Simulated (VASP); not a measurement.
Wanted: the native input for a VASP 6.6.1 run.

* Task: single point
* Functional: PBE
* Dispersion: D3(BJ)
* Potentials or basis: VASP PAW PBE potentials, release 64 (C, H)
* Cutoff: 520 eV
* k mesh: 2 × 2 × 1
* Occupations: gaussian, width 0.02 eV
* Spin: no spin polarisation
* Dipole correction: no
* Further INCAR settings: LREAL = Auto; ALGO = Normal; EDIFF = 1e-06; NBANDS = 57

The structure of H4C19 lies in POSCAR:

```
H4C19
1.0
    7.3980000000      0.0000000000      0.0000000000
   -3.6990000000      6.4068560000      0.0000000000
    0.0000000000      0.0000000000     13.0000000000
C H
19 4
Direct
   -0.0025843391     -0.0001189351      0.0559970769
    0.2222632302      0.1123355980      0.0561249231
   -0.0002609906      0.3348508223      0.0562156154
    0.2199969167      0.4449962665      0.0560616923
   -0.0009643048      0.6659205389      0.0560051538
    0.2206536760      0.7766901582      0.0560757692
    0.3330794935      0.0015236803      0.0561176923
    0.5533244209      0.1116458681      0.0561436154
    0.3324115178      0.3325972989      0.0560033846
    0.5540087098      0.4434137430      0.0557529231
    0.3307975808      0.6665832664      0.0559006154
    0.5556194995      0.7789837949      0.0555670000
    0.6657160084     -0.0007899350      0.0559598462
    0.8873105956      0.1100118373      0.0561320000
    0.6641023505      0.3332617434      0.0560776154
    0.8889220161      0.4456710124      0.0561426154
    0.6664093062      0.6682016889      0.0553869231
    0.8866158680      0.7783020252      0.0556647692
    0.6731943063      0.7158717162      0.3203169231
    0.8196721468      0.8463897113      0.2915586923
    0.5422054492      0.7328237126      0.2932765385
    0.6556993151      0.5688568621      0.2914254615
    0.6751302098      0.7153961319      0.4045551538
```

One way to write it, as run:

INCAR

```
SYSTEM = H4C19
PREC     = Accurate       ! precision mode
ENCUT    = 520            ! plane-wave cutoff, eV
EDIFF    = 1E-6           ! SCF threshold, eV
ISMEAR   = 0              ! smearing method
SIGMA    = 0.02           ! smearing width, eV
LREAL    = Auto         
LASPH    = .TRUE.         ! aspherical terms in the spheres
NELM     = 60             ! most SCF steps
ALGO     = Normal         ! electronic algorithm
ISIF     = 2              ! what is computed and relaxed
LWAVE    = .FALSE.        ! write WAVECAR
LCHARG   = .TRUE.         ! write CHGCAR
GGA      = PE             ! functional
IVDW     = 12             ! dispersion correction
LELF     = .TRUE.         ! ELF
LVHAR    = .TRUE.       
NBANDS   = 57             ! bands
```

KPOINTS

```
Automatic mesh
0
G
  2 2 1
  0 0 0
```

Potentials or basis: VASP PAW PBE potentials, release 64 (C, H).

Command:

```console
$ cat potpaw_PBE.64/C/POTCAR potpaw_PBE.64/H/POTCAR > POTCAR
$ mpirun -np 1 vasp_std > vasp.out
```

Results of the run:

```json
{
  "Largest force": "0.020 eV/Å",
  "Band gap on the k mesh": "0.22 eV, direct",
  "Dispersion energy per atom": "-0.077 eV"
}
```

Caveat: the k points lie up to 0.49 Å⁻¹ apart.

Run time: 3.5 min on 1 thread of AMD EPYC 9R45 96-Core Processor (Zen 5) (shared host), peak memory 0.59 GiB.
